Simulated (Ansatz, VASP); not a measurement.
One calculation of V, two programs

File INCAR:

```
ALGO     = Normal         # electronic algorithm
EDIFF    = 1E-6           # SCF threshold, eV
ENCUT    = 500            # plane-wave cutoff, eV
GGA      = PE             # functional
GGA_COMPAT= False        
ISIF     = 2              # what is computed and relaxed
ISMEAR   = 0              # smearing method
ISPIN    = 2              # spin polarisation
LASPH    = True           # aspherical terms in the spheres
LCHARG   = False          # write CHGCAR
LMAXMIX  = 4              # l up to which the mixer works
LORBIT   = 11             # projections on sites
LREAL    = False          # projectors in reciprocal space
LWAVE    = False          # write WAVECAR
MAGMOM   = 2              # initial moments
NBANDS   = 16             # bands
NELM     = 200            # most SCF steps
PREC     = Accurate       # precision mode
SIGMA    = 0.1            # smearing width, eV
```

KPOINTS

```
k-points
0
Gamma
  8 8 8
```

The input POSCAR:

```
V
1.0
   -1.5301929284      1.5301929284      1.5301929284
    1.5301929284     -1.5301929284      1.5301929284
    1.5301929284      1.5301929284     -1.5301929284
V
1
Direct
    0.0000000000      0.0000000000      0.0000000000
```

Input for Ansatz:

```yaml
crystal:
  lattice:
    - [-1.5301929284, 1.5301929284, 1.5301929284]
    - [1.5301929284, -1.5301929284, 1.5301929284]
    - [1.5301929284, 1.5301929284, -1.5301929284]
  atoms:
    - { symbol: V, position: [0.0, 0.0, 0.0], spin: 2.0 }
basis:
  ecutwfc: 420
kpoints:
  mp_grid: { grid: [8, 8, 8] }
hamiltonian:
  xc: pbe
scf:
  occupations: { method: gaussian, width: 0.1 }
  lower_state_search: "off"
output:
  forces: true
  stress: true
  eigenvalues: true
  populations: true
magnetization:
  spin_polarized: true
```

Alike in both runs: task single point; functional PBE; k mesh 8 × 8 × 8; occupations gaussian, width 0.1 eV; collinear spin.

```csv
,VASP,Ansatz
version,VASP 6.6.1,Ansatz 0.2.0
potentials or method,"VASP PAW PBE potentials, release 64 (V_sv), cutoff 500 eV","scalar-relativistic, plane waves, PAW"
valence electrons in the cell,13,13
```

```csv
,VASP,Ansatz,Ansatz less VASP
gap on the k mesh at the Fermi level (eV),none,none,-
pressure (GPa),-10.9,-11.0,-0.07
net moment per atom (μB),0.00,0.00,-0.001
```

A gap of «none» marks a metal or a gap that the smearing closes. Ansatz's warnings: seeded moment not kept.

The k mesh is coarse, so the values compare programs but aren't converged.
